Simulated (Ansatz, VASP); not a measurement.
**Sb in VASP and in Ansatz**

INCAR

```
SYSTEM = Sb
PREC = Accurate
ENCUT = 520
EDIFF = 1E-8
ISMEAR = -1
SIGMA = 0.05
LREAL = .False.
LASPH = .True.
NELM = 60
ALGO = Normal
ISIF = 2
LWAVE = .False.
LCHARG = .False.
GGA = PE
LEFG = .True.
NBANDS = 12
```

Contents of KPOINTS:

```
Automatic mesh
0
Gamma
  12 12 7
  0 0 0
```

The input POSCAR:

```
Sb
1.0
    3.3016201759      0.0000000000      0.0000000000
   -1.6508100880      2.8592869460      0.0000000000
    0.0000000000      0.0000000000      5.3300000000
Sb
2
Direct
    0.3333333333      0.6666666667      0.2500000000
    0.6666666667      0.3333333333      0.7500000000
```

Input for Ansatz:

```yaml
crystal:
  lattice:
    - [3.3016201759, 0.0, 0.0]
    - [-1.650810088, 2.859286946, 0.0]
    - [0.0, 0.0, 5.33]
  atoms:
    - { symbol: Sb, position: [0.3333333333, 0.6666666667, 0.25] }
    - { symbol: Sb, position: [0.6666666667, 0.3333333333, 0.75] }
kpoints:
  mp_grid: { grid: [12, 12, 7] }
scf:
  occupations: { method: fermi_dirac, width: 0.05 }
hamiltonian:
  xc: pbe
  pseudopotentials: { kind: paw }
output:
  forces: true
  stress: true
  eigenvalues: true
  efg: { contact_densities: true }
```

Change from the starting cell: equal xx and yy strain of -2 %, PAW files.

Alike in both runs: task electric field gradients; functional PBE; k mesh 12 × 12 × 7; occupations fermi-dirac, width 0.05 eV; no spin polarisation.

|  | VASP | Ansatz |
| --- | --- | --- |
| version | VASP 6.6.1 | Ansatz 0.2.0 |
| potentials or method | VASP PAW PBE potentials, release 64 (Sb) | PAW with Ansatz's default frozen-core files, scalar-relativistic |
| plane-wave cutoff (eV) | 520 | 420 |
| valence electrons in the cell | 10 | 30 |

Ansatz gave:

```
pressure (GPa)                                                : 6.2
traceless stress, the component that is largest in VASP (GPa) : -0.62
size of Vzz on the site where it differs most (V/Å²)          : 20.2
```

**Question.** Which values does VASP return?

**Answer.** Pressure (GPa): 6.0; traceless stress, the component that is largest in VASP (GPa): -0.62; size of Vzz on the site where it differs most (V/Å²): 18.7.

With one functional, cell and mesh, what is left measures potentials, basis and numerics. VASP's potentials hold 10 valence electrons a cell and Ansatz's 30, so a difference there can come from the potentials and not from the codes.

Spin-orbit coupling is off throughout.
